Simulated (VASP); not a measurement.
Wanted: the native input for a VASP 6.6.1 run.

```yaml
Task: single point
Functional: PBEsol
Potentials_or_basis: VASP PAW PBE potentials, release 64 (Sc_sv, Tl_d, B)
Cutoff: 520 eV
k_mesh: 8 × 8 × 8
Occupations: fermi-dirac, width 0.05 eV
Spin: no spin polarisation
Dipole_correction: no
Further_INCAR_settings: ALGO = Normal; EDIFF = 1e-07; NBANDS = 32
```

The structure of Sc3TlB lies in POSCAR:

```
Sc3TlB
1.0
    4.5501333333      0.0000000000      0.0000000000
    0.0000000000      4.5501333333      0.0000000000
    0.0000000000      0.0000000000      4.4603306873
Sc Tl B
3 1 1
Direct
    0.0000000000      0.5000000000      0.5000000000
    0.5000000000      0.0000000000      0.5000000000
    0.5000000000      0.5000000000      0.0000000000
    0.0000000000      0.0000000000      0.0000000000
    0.5000000000      0.5000000000      0.5000000000
```

One way to write it, as run:

INCAR

```
ALGO = Normal ; EDIFF = 1E-7
ENCUT = 520 ; GGA = PS
ISIF = 2 ; ISMEAR = -1
LASPH = True ; LCHARG = False
LREAL = False ; LWAVE = False
NBANDS = 32 ; NELM = 60
PREC = Accurate ; SIGMA = 0.05
```

KPOINTS

```
k-points
0
Gamma
  8 8 8
```

Potentials or basis: VASP PAW PBE potentials, release 64 (Sc_sv, Tl_d, B).

The run is started by

```bash
$ cat potpaw_PBE.64/Sc_sv/POTCAR potpaw_PBE.64/Tl_d/POTCAR potpaw_PBE.64/B/POTCAR > POTCAR
$ mpirun -np 1 vasp_std > vasp.out
```

It gave:

The pressure is 7.1 GPa.

Caveat: the PAW data sets were made with another functional, which shifts forces and pressure a little.

Wall time 3.4 min on 1 thread of Intel(R) Xeon(R) Platinum 8259CL CPU @ 2.50GHz (Skylake/Cascade Lake), with other jobs on the host, peak memory 0.35 GiB.
